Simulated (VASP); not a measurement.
# Be2Pd (I4/mcm) in VASP: a series of runs

Runs on Be2Pd. Level: PBE. Tasks: single point, relaxation of cell and atoms.

Everything below comes from runs of VASP 6.6.1. Logs are shortened: lines on timing, memory, paths and dates and some standing lists are left out, and cuts for length are marked.

### 1 The cell of the first run

It takes space group I4/mcm (No. 140, tetragonal). Conventional cell: a = 5.233 Å, b = 5.233 Å, c = 4.356 Å, α = 90.00°, β = 90.00°, γ = 90.00°. Within 3.0 Å of Be (site symmetry m2m) lie 4 Pd at 2.23 Å and 11 Be at 2.47 to 2.79 Å. Pd (site symmetry 422) has 2 Pd at 2.18 Å and 8 Be at 2.23 Å within 2.9 Å.

### 2 Single point, PBE

The input, INCAR:

```
SYSTEM = Be2Pd
PREC = Accurate ; ENCUT = 520
EDIFF = 1E-7 ; ISMEAR = 0
SIGMA = 0.1 ; LREAL = .FALSE.
LASPH = .TRUE. ; NELM = 60
ALGO = Normal ; ISIF = 2
LWAVE = .FALSE. ; LCHARG = .TRUE.
GGA = PE ; LELF = .TRUE.
LVHAR = .TRUE. ; NBANDS = 23
```

The input, KPOINTS:

```
Automatic mesh
0
G
  6 6 6
  0 0 0
```

The input, POSCAR:

```
Be2Pd
1.0
   -2.6164420916      2.6164420916      2.1779294247
    2.6164420916     -2.6164420916      2.1779294247
    2.6164420916      2.6164420916     -2.1779294247
Be Pd
4 2
Direct
    0.6670000000      0.1670000000      0.8340000000
    0.1670000000      0.3330000000      0.5000000000
    0.3330000000      0.8330000000      0.1660000000
    0.8330000000      0.6670000000      0.5000000000
    0.2500000000      0.2500000000      0.0000000000
    0.7500000000      0.7500000000      0.0000000000
```

Potentials or basis: VASP PAW PBE potentials, release 64 (Be, Pd).

Started as:

```
$ cat potpaw_PBE.64/Be/POTCAR potpaw_PBE.64/Pd/POTCAR > POTCAR
$ mpirun -np 1 vasp_std > vasp.out
```

OUTCAR:

```text
SYSTEM = Be2Pd
   PREC = Accurate
   ENCUT = 520
   EDIFF = 1E-7
   ISMEAR = 0
   LREAL = .FALSE.
   LASPH = .TRUE.
   NELM = 60
   ISIF = 2
   GGA = PE

 ion  position               nearest neighbor table
   1  0.667  0.167  0.834-   5 2.23   6 2.23   5 2.23   6 2.23
   2  0.167  0.333  0.500-   6 2.23   5 2.23   5 2.23   6 2.23
   3  0.333  0.833  0.166-   5 2.23   6 2.23   5 2.23   6 2.23
   4  0.833  0.667  0.500-   5 2.23   6 2.23   6 2.23   5 2.23
   5  0.250  0.250  0.000-   6 2.18   6 2.18   1 2.23   2 2.23   3 2.23   4 2.23   2 2.23   4 2.23
                             1 2.23   3 2.23
   6  0.750  0.750  0.000-   5 2.18   5 2.18   1 2.23   3 2.23   4 2.23   3 2.23   4 2.23   1 2.23
                             2 2.23   2 2.23

  LATTYP: Found a body centered tetragonal cell.
 ALAT       =     5.2328841832
 C/A-ratio  =     0.8324011572

  Lattice vectors:

 A1 = (  -2.6164420916,   2.6164420916,   2.1779294247)
 A2 = (   2.6164420916,  -2.6164420916,   2.1779294247)
 A3 = (   2.6164420916,   2.6164420916,  -2.1779294247)

Analysis of symmetry for initial positions (statically):
=====================================================================
 Subroutine PRICEL returns:
 Original cell was already a primitive cell.

 Routine SETGRP: Setting up the symmetry group for a
 body centered tetragonal supercell.

 Subroutine GETGRP returns: Found 16 space group operations
 (whereof  8 operations were pure point group operations)
 out of a pool of 16 trial point group operations.

The static configuration has the point symmetry C_4h.
 The point group associated with its full space group is D_4h.

Analysis of symmetry for dynamics (positions and initial velocities):
=====================================================================
 Subroutine PRICEL returns:
 Original cell was already a primitive cell.

 Routine SETGRP: Setting up the symmetry group for a
 body centered tetragonal supercell.

 Subroutine GETGRP returns: Found 16 space group operations
 (whereof  8 operations were pure point group operations)
 out of a pool of 16 trial point group operations.

The dynamic configuration has the point symmetry C_4h.
 The point group associated with its full space group is D_4h.

 Subroutine INISYM returns: Found 16 space group operations
 (whereof  8 operations are pure point group operations),
 and found     1 'primitive' translations

----------------------------------------------------------------------------------------

                                     Primitive cell

  volume of cell :      59.6384

  direct lattice vectors                    reciprocal lattice vectors
    -2.616442092  2.616442092  2.177929425     0.000000000  0.191099204  0.229575850
     2.616442092 -2.616442092  2.177929425     0.191099204  0.000000000  0.229575850
     2.616442092  2.616442092 -2.177929425     0.191099204  0.191099204  0.000000000

  length of vectors
     4.293589992  4.293589992  4.293589992     0.298703828  0.298703828  0.270255086

  position of ions in fractional coordinates (direct lattice)
     0.667000000  0.167000000  0.834000000
     0.167000000  0.333000000  0.500000000
     0.333000000  0.833000000  0.166000000
     0.833000000  0.667000000  0.500000000
     0.250000000  0.250000000  0.000000000
     0.750000000  0.750000000  0.000000000

  ion indices of the primitive-cell ions
   primitive index   ion index
                 1           1
                 2           2
                 3           3
                 4           4
                 5           5
                 6           6

----------------------------------------------------------------------------------------

 KPOINTS: Automatic mesh

Automatic generation of k-mesh.
 Grid dimensions read from file:
 generate k-points for:    6    6    6

 Generating k-lattice:

  Cartesian coordinates                     Fractional coordinates (reciprocal lattice)
     0.000000000  0.031849867  0.038262642     0.166666667  0.000000000  0.000000000
     0.031849867  0.000000000  0.038262642     0.000000000  0.166666667  0.000000000
     0.031849867  0.031849867  0.000000000     0.000000000  0.000000000  0.166666667

  Length of vectors
     0.049783971  0.049783971  0.045042514

  Shift w.r.t. Gamma in fractional coordinates (k-lattice)
     0.000000000  0.000000000  0.000000000

 Subroutine IBZKPT returns following result:
 ===========================================

 Found     30 irreducible k-points:

 Following reciprocal coordinates:
            Coordinates               Weight
  0.000000  0.000000  0.000000      1.000000
  0.166667  0.000000 -0.000000      8.000000
  0.333333  0.000000  0.000000      8.000000
  0.500000  0.000000 -0.000000      4.000000
  0.166667  0.166667 -0.000000      8.000000
  0.333333  0.166667 -0.000000     16.000000
[... 16 lines left out ...]
 -0.333333 -0.333333  0.166667      8.000000
 -0.166667 -0.333333  0.166667      8.000000
 [... further k-points ...]
   k-points           NKPTS =     30   k-points in BZ     NKDIM =     30   number of bands    NBANDS=     23
   number of dos      NEDOS =    301   number of ions     NIONS =      6
   total plane-waves  NPLWV =  32768
   dimension x,y,z NGX =    32 NGY =   32 NGZ =   32
   dimension x,y,z NGXF=    64 NGYF=   64 NGZF=   64
   ions per type =               4   2
   NGX,Y,Z   is equivalent  to a cutoff of  12.39, 12.39, 12.39 a.u.
   NGXF,Y,Z  is equivalent  to a cutoff of  24.78, 24.78, 24.78 a.u.
 SYSTEM =  Be2Pd
   PREC   = accura    normal or accurate (medium, high low for compatibility)
   ISTART =      0    job   : 0-new  1-cont  2-samecut
   ICHARG =      2    charge: 1-file 2-atom 10-const
   ISPIN  =      1    spin polarized calculation?
   LNONCOLLINEAR =      F non collinear calculations
   LSORBIT =      F    spin-orbit coupling
   LASPH  =      T    aspherical Exc in radial PAW
   ENCUT  =  520.0 eV  38.22 Ry    6.18 a.u.   7.98  7.98  7.98*2*pi/ulx,y,z
   NELM   =     60;   NELMIN=  2; NELMDL= -5     # of ELM steps
   EDIFF  = 0.1E-06   stopping-criterion for ELM
   LREAL  =      F    real-space projection
   EDIFFG = 0.1E-05   stopping-criterion for IOM
   NSW    =      0    number of steps for IOM
   IBRION =     -1    ionic relax: 0-MD 1-quasi-New 2-CG
   NFREE  =      0    steps in history (QN), initial steepest desc. (CG)
   ISIF   =      2    stress and relaxation
   ISYM   =      2    0-nonsym 1-usesym 2-fastsym
   POTIM  = 0.5000    time-step for ionic-motion
   TEBEG  =    0.0;   TEEND  =   0.0 temperature during run
   PSTRESS=    0.0 pullay stress
   NELECT =      28.0000    total number of electrons
   NUPDOWN=      -1.0000    fix difference up-down
   EMIN   =  10.00;   EMAX   =-10.00  energy-range for DOS
   EFERMI =   0.00;   METHOD = LEGACY
   ISMEAR =     0;   SIGMA  =   0.10  broadening in eV -4-tet -1-fermi 0-gaus
   EFERMI_NEDOS =   21; number of points for ismear=-14 and -15
   IALGO  =     38    algorithm
   IMIX   =      4    mixing-type and parameters
     AMIX     =   0.40;   BMIX     =  1.00
     AMIX_MAG =   1.60;   BMIX_MAG =  1.00
  volume/ion in A,a.u.               =       9.94        67.08
  Fermi-wavevector in a.u.,A,eV,Ry     =   1.272386  2.404461 22.027366  1.618966
  Thomas-Fermi vector in A             =   2.405267
   LORBIT       =      0    0 simple, 1 ext, 2 COOP (PROOUT), +10 PAW based schemes
   GGA     = PE    functional components
   LHFCALC =     F    Hartree Fock is set to
   AEXX    =    0.0000 exact exchange contribution
   IVDW    =     0    specifies the selected vdW correction
   LEPSILON=     F    determine dielectric tensor
   LRPA    =     F    only Hartree local field effects (RPA)
 non-spin polarized calculation
 Gauss-broadening in eV      SIGMA  =   0.10
  energy-cutoff  :      520.00
  volume of cell :       59.64
 maximum number of plane-waves:      1626
   NGX = 15   NGY = 15   NGZ = 15

 number of electron      28.0000007 magnetization

 Free energy of the ion-electron system (eV)
  ---------------------------------------------------
  ext. energy  EPLUGINS =         0.00000000
  ---------------------------------------------------
  free energy    TOTEN  =       -21.88817582 eV

  energy without entropy =      -21.88426725  energy(sigma->0) =      -21.88622153

 E-fermi :   9.2713     XC(G=0): -11.8356

 val. band max:        9.2711404357   @ k =   0.3333   0.0000   0.0000
 cond. band min:       9.3169453265   @ k =  -0.3333  -0.3333   0.1667
 fundamental gap:      0.0458048908
 Fermi energy:         9.2712634139

 k-point     1 :       0.0000    0.0000    0.0000
  band No.  band energies     occupation
      1      -0.7014      2.00000
      2       1.2314      2.00000
      3       1.5327      2.00000
      4       1.5327      2.00000
      5       2.4142      2.00000
      6       4.2423      2.00000
[... 15 lines left out ...]
     22      16.9129      0.00000
     23      19.0343      0.00000

 k-point     2 :       0.1667    0.0000   -0.0000
  band No.  band energies     occupation
      1      -0.3383      2.00000
      2       1.6441      2.00000
      3       1.7410      2.00000
      4       1.7517      2.00000
      5       2.5594      2.00000
      6       4.2580      2.00000
[... 15 lines left out ...]
     22      17.6129      0.00000
     23      18.5501      0.00000

 k-point     3 :       0.3333    0.0000    0.0000
  band No.  band energies     occupation
      1       0.6572      2.00000
      2       2.2133      2.00000
      3       2.3406      2.00000
      4       2.8931      2.00000
      5       2.9566      2.00000
      6       4.2866      2.00000
[... 15 lines left out ...]
     22      18.3740      0.00000
     23      18.7364      0.00000
[... 495 lines left out ...]
 k-point    23 :      -0.3333   -0.3333    0.1667
  band No.  band energies     occupation
      1       2.0687      2.00000
      2       2.3574      2.00000
      3       2.5991      2.00000
      4       2.8388      2.00000
      5       2.8480      2.00000
      6       3.3701      2.00000
[... 15 lines left out ...]
     22      18.6878      0.00000
     23      18.9275      0.00000

 k-point    24 :      -0.1667   -0.3333    0.1667
  band No.  band energies     occupation
      1       1.0895      2.00000
      2       2.6564      2.00000
      3       3.0292      2.00000
      4       3.0446      2.00000
      5       3.7810      2.00000
      6       3.9698      2.00000
[... 15 lines left out ...]
     22      18.8895      0.00000
     23      19.2767      0.00000

 [... further k-points ...]

------------------------ aborting loop because EDIFF is reached ----------------------------------------

  FORCE on cell =-STRESS in cart. coord.  units (eV):
  Direction    XX          YY          ZZ          XY          YZ          ZX
  --------------------------------------------------------------------------------------
  -------------------------------------------------------------------------------------
  Total        8.4807226      8.4807226     47.0369068      0.0000000     -0.0000000      0.0000000
  in kB      227.8334006    227.8334006   1263.6397778      0.0000000     -0.0000000      0.0000000
  external PRESSURE =     573.1021930 kB  Pullay stress =       0.0000000 kB

 VOLUME and BASIS-vectors are now :
 -----------------------------------------------------------------------------
  energy-cutoff  :      520.00
  volume of cell :       59.64
      direct lattice vectors                 reciprocal lattice vectors
    -2.616442092  2.616442092  2.177929425     0.000000000  0.191099204  0.229575850
     2.616442092 -2.616442092  2.177929425     0.191099204  0.000000000  0.229575850
     2.616442092  2.616442092 -2.177929425     0.191099204  0.191099204  0.000000000

 POSITION                                       TOTAL-FORCE (eV/Angst)
 -----------------------------------------------------------------------------------
      0.87389      3.49033      0.00000        -0.442646     -0.442646      0.000000
      1.74255      0.87389      0.00000         0.442646     -0.442646     -0.000000
      1.74255     -0.87389      2.17793         0.442646      0.442646     -0.000000
      0.87389      1.74255      2.17793        -0.442646      0.442646      0.000000
      0.00000      0.00000      1.08896        -0.000000     -0.000000     -0.000000
      0.00000      0.00000      3.26689        -0.000000     -0.000000     -0.000000
 -----------------------------------------------------------------------------------
    total drift:                               -0.000000     -0.000000     -0.000000

  FREE ENERGIE OF THE ION-ELECTRON SYSTEM (eV)
  ---------------------------------------------------
  free  energy   TOTEN  =       -21.8881758180 eV

  energy  without entropy=      -21.8842672517  energy(sigma->0) =      -21.88622153
```

It took 31 s on 1 thread of AMD EPYC 7R43 (Zen 3), shared host; peak memory 0.15 GiB.

Results:

```yaml
Free_energy: -21.8882 eV
Pressure: 57.3 GPa
Largest_force: 0.626 eV/Å
Band_gap_on_the_k_mesh: zero (bands 14 and 15 overlap by 1.29 eV)
```

Forces in eV/Å, atoms in the order of the input:
```
Be  -0.443 -0.443  0.000
Be   0.443 -0.443  0.000
Be   0.443  0.443  0.000
Be  -0.443  0.443  0.000
Pd   0.000  0.000  0.000
Pd   0.000  0.000  0.000
```

Caveat: the stress differs along the axes, from 23 to 126 GPa.

### 3 Relaxation of cell and atoms, PBE

The input, INCAR:

```
PREC = Accurate ; ENCUT = 600
EDIFF = 1E-6 ; ISMEAR = 0
SIGMA = 0.1 ; LREAL = F
LASPH = T ; NELM = 100
ALGO = Fast ; ISIF = 3
LWAVE = F ; LCHARG = F
GGA = PE ; IBRION = 2
NSW = 90 ; EDIFFG = -0.04
```

The input, KPOINTS:

```
Automatic mesh
0
Gamma
  6 6 6
```

POSCAR is that of step 2.

Potentials or basis: VASP PAW PBE potentials, release 64 (Be, Pd).

Started as:

```
$ cat potpaw_PBE.64/Be/POTCAR potpaw_PBE.64/Pd/POTCAR > POTCAR
$ mpirun -np 1 vasp_std > vasp.out
```

It took 12 min on 1 thread of AMD EPYC 7R43 (Zen 3), shared host; peak memory 0.19 GiB.

The run converged. Its results:

```yaml
Free_energy: -25.8653 eV
Relaxed_volume: 11.95 Å³/atom
Relaxed_cell: a = 4.555 Å, b = 4.555 Å, c = 4.555 Å, α = 113.63°, β = 113.63°, γ = 101.45°
Space_group_after_relaxing_to_0.1_Å: I4/mcm (No. 140)
Energy_gained_by_relaxing: 662.8 meV/atom
Ionic_steps: 23
Pressure_after_relaxing: 0.2 GPa
Largest_force_after_relaxing: 0.027 eV/Å
Band_gap_on_the_k_mesh: zero (bands 14 and 15 overlap by 0.96 eV)
```

Forces on the atoms (eV/Å):
```
Be  -0.019 -0.019  0.000
Be   0.019 -0.019  0.000
Be   0.019  0.019  0.000
Be  -0.019  0.019  0.000
Pd   0.000  0.000  0.000
Pd   0.000  0.000  0.000
```

Stress tensor (GPa, compression positive):
```
0.04 0.00 0.00
0.00 0.04 0.00
0.00 0.00 0.45
```

The path:
| step | energy change (eV) | largest force (eV/Å) | pressure (GPa) | volume (Å³) |
| --- | --- | --- | --- | --- |
| 1 | 0.0000 | 0.6263 | 57.46 | 59.64 |
| 2 | -1.9709 | 0.6439 | -20.51 | 93.90 |
| 3 | -3.6748 | 0.3883 | -4.58 | 75.66 |
| 4 | -3.6766 | 0.3771 | -4.25 | 75.32 |
| 5 | -3.8517 | 0.2805 | -0.83 | 72.56 |
| 6 | -3.9016 | 0.1522 | 2.99 | 70.16 |
| 7 | -3.9303 | 0.1744 | -0.34 | 71.69 |
| 8 | -3.9310 | 0.1788 | -0.97 | 72.05 |
| 9 | -3.9412 | 0.1338 | -0.32 | 71.79 |
| 10 | -3.9516 | 0.0333 | 1.19 | 71.20 |
| 11 | -3.9522 | 0.0126 | 1.53 | 71.06 |
| 12 | -3.9583 | 0.0058 | 1.06 | 71.39 |
| 13 | -3.9708 | 0.0135 | -0.45 | 72.36 |
| 14 | -3.9710 | 0.0169 | -0.74 | 72.55 |
| 15 | -3.9710 | 0.0160 | -0.65 | 72.51 |
| 16 | -3.9724 | 0.0333 | -0.55 | 72.44 |
| 17 | -3.9725 | 0.0383 | -0.51 | 72.42 |
| 18 | -3.9735 | 0.0450 | 0.00 | 72.11 |
| 19 | -3.9736 | 0.0476 | 0.15 | 72.00 |
| 20 | -3.9735 | 0.0526 | 0.55 | 71.77 |
| 21 | -3.9736 | 0.0489 | 0.26 | 71.94 |
| 22 | -3.9746 | 0.0441 | 0.22 | 71.88 |
| 23 | -3.9768 | 0.0275 | 0.18 | 71.69 |

Final structure:
```cif
data_structure
_symmetry_space_group_name_H-M 'P 1'
_symmetry_Int_Tables_number 1
_cell_length_a 4.5548
_cell_length_b 4.5548
_cell_length_c 4.5548
_cell_angle_alpha 113.626
_cell_angle_beta 113.626
_cell_angle_gamma 101.447
_cell_volume 71.69
loop_
_atom_site_label
_atom_site_type_symbol
_atom_site_fract_x
_atom_site_fract_y
_atom_site_fract_z
_atom_site_occupancy
Be1 Be 0.68322 0.18322 0.86645 1
Be2 Be 0.18322 0.31678 0.50000 1
Be3 Be 0.31678 0.81678 0.13355 1
Be4 Be 0.81678 0.68322 0.50000 1
Pd1 Pd 0.25000 0.25000 0.00000 1
Pd2 Pd 0.75000 0.75000 0.00000 1
```

Levels at points of the mesh, in eV from the Fermi level:
| k point | band 12 | band 13 | band 14 | band 15 | band 16 | band 17 |
| --- | --- | --- | --- | --- | --- | --- |
| (0.00, 0.00, 0.00) | -1.51 | -0.83 | 0.23 | 0.23 | 0.70 | 0.70 |
| (0.50, 0.00, 0.00) | -3.71 | 0.10 | 0.10 | 1.39 | 1.39 | 2.55 |
| (0.50, 0.50, 0.00) | -2.68 | -2.34 | -1.69 | 0.87 | 1.09 | 2.64 |
| (0.50, 0.50, 0.50) | -3.05 | -2.97 | -1.65 | -0.62 | -0.01 | 5.48 |

Caveat: the volume moved by over 15 % at a fixed basis, so the end points are rough.

The gap in the log of VASP goes by the Fermi energy; the results here count the filled bands.